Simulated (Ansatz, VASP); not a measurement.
# One calculation of SiNi, two programs

```
Si Ni
1.0
     2.99479    0.00000    0.00000
     0.00000    3.23460    0.00000
     0.00000    0.00000    4.88273
Si Ni
2 2
Direct
  0.50000 0.50000 0.84022
  0.00000 0.00000 0.15978
  0.50000 0.50000 0.33835
  0.00000 0.00000 0.66165
```

Change from the starting cell: strain along c alone, the other axes held, atoms relaxed: +4.5 %.

Alike in both runs: functional PBEsol; k mesh 18 × 16 × 12; occupations gaussian, width 0.1 eV; no spin polarisation.

Ansatz relaxed the structure, and its values are those at the end. VASP's run is a single point on that final structure, the one shown.

|  | VASP | Ansatz |
| --- | --- | --- |
| version | VASP 6.6.1 | Ansatz 0.2.0 |
| potentials or method | VASP PAW PBE potentials, release 64 (Si, Ni), cutoff 520 eV | scalar-relativistic, plane waves, PAW |
| valence electrons in the cell | 28 | 44 |

VASP gave:

| Property | Result |
| --- | --- |
| gap on the k mesh at the Fermi level (eV) | none |
| pressure (GPa) | -8.2 |
| rms of the force components (eV/Å) | 0.005 |

Task: Which values does Ansatz return?

Result: gap on the k mesh at the Fermi level (eV): none; pressure (GPa): -8.3; rms of the force components (eV/Å): 0.000.

VASP's potentials were made for PBE, not for PBEsol. A gap of «none» marks a metal or a gap that the smearing closes. The functional is the same, so the differences come from potentials, cutoffs and numerics. VASP's potentials hold 28 valence electrons a cell and Ansatz's 44, so a difference there can come from the potentials and not from the codes. Ansatz's warnings: stress scf threshold loose.
